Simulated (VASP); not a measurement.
Wanted: the native input for a VASP 6.6.1 run.

- Task: single point
- Functional: r2SCAN
- Potentials or basis: VASP PAW PBE potentials, release 64 (Mg, O)
- Cutoff: 520 eV
- k mesh: 10 × 10 × 10
- Occupations: gaussian, width 0.01 eV
- Spin: no spin polarisation
- Dipole correction: no
- Further INCAR settings: ALGO = Normal; EDIFF = 1e-06; NBANDS = 11

The system is MgO.

```xyz
2
Lattice="2.6333 0.0000 0.0000 0.0000 2.6333 0.0000 0.0000 0.0000 2.6233" Properties=species:S:1:pos:R:3 pbc="T T T"
Mg    0.0000    0.0000    0.0000
O     1.3167    1.3167    1.3117
```

This cell differs from its parent crystal: biaxial xy strain +0.4%.

One way to write it, as run:

POSCAR

```
MgO
1.0
    2.6333178552      0.0000000000      0.0000000000
    0.0000000000      2.6333178552      0.0000000000
    0.0000000000      0.0000000000      2.6233491285
Mg O
1 1
Direct
    0.0000000000      0.0000000000      0.0000000000
    0.5000000000      0.5000000000      0.5000000000
```

INCAR.step1

```
ALGO     = Normal         # electronic algorithm
EDIFF    = 1E-4           # SCF threshold, eV
ENCUT    = 520            # plane-wave cutoff, eV
GGA      = PE             # functional
ISMEAR   = 0              # smearing method
LASPH    = T              # aspherical terms in the spheres
LCHARG   = F              # write CHGCAR
LREAL    = F              # projectors in reciprocal space
LWAVE    = T              # write WAVECAR
NBANDS   = 11             # bands
NELM     = 100            # most SCF steps
PREC     = Accurate       # precision mode
SIGMA    = 0.01           # smearing width, eV
```

INCAR.step2

```
ALGO     = Normal         # electronic algorithm
EDIFF    = 1E-6           # SCF threshold, eV
ENCUT    = 520            # plane-wave cutoff, eV
ISIF     = 2              # what is computed and relaxed
ISMEAR   = 0              # smearing method
ISTART   = 1            
LASPH    = T              # aspherical terms in the spheres
LCHARG   = T              # write CHGCAR
LELF     = T              # ELF
LMIXTAU  = T            
LREAL    = F              # projectors in reciprocal space
LVHAR    = T            
LWAVE    = F              # write WAVECAR
METAGGA  = R2SCAN         # meta-GGA
NBANDS   = 11             # bands
NELM     = 100            # most SCF steps
PREC     = Accurate       # precision mode
SIGMA    = 0.01           # smearing width, eV
```

KPOINTS

```
k-points
0
Gamma
  10 10 10
```

Potentials or basis: VASP PAW PBE potentials, release 64 (Mg, O).

Launch:

```bash
$ cat potpaw_PBE.64/Mg/POTCAR potpaw_PBE.64/O/POTCAR > POTCAR
$ cp INCAR.step1 INCAR
$ mpirun -np 1 vasp_std > vasp.out
$ cp INCAR.step2 INCAR
$ mpirun -np 1 vasp_std > vasp.out
```

It gave:

```yaml
Pressure: -2.3 GPa
Band_gap_on_the_k_mesh: 3.35 eV (least direct gap 4.39 eV)
```

Caveat: the cell differs from its parent crystal (biaxial xy strain +0.4%); the structure was generated, so it needn't be the stable form of MgO; the PAW data sets were made with another functional, which shifts forces and pressure a little.

Run time: 27 s on 1 thread of Intel(R) Xeon(R) 6975P-C (Granite Rapids) (shared host), peak memory 0.14 GiB.
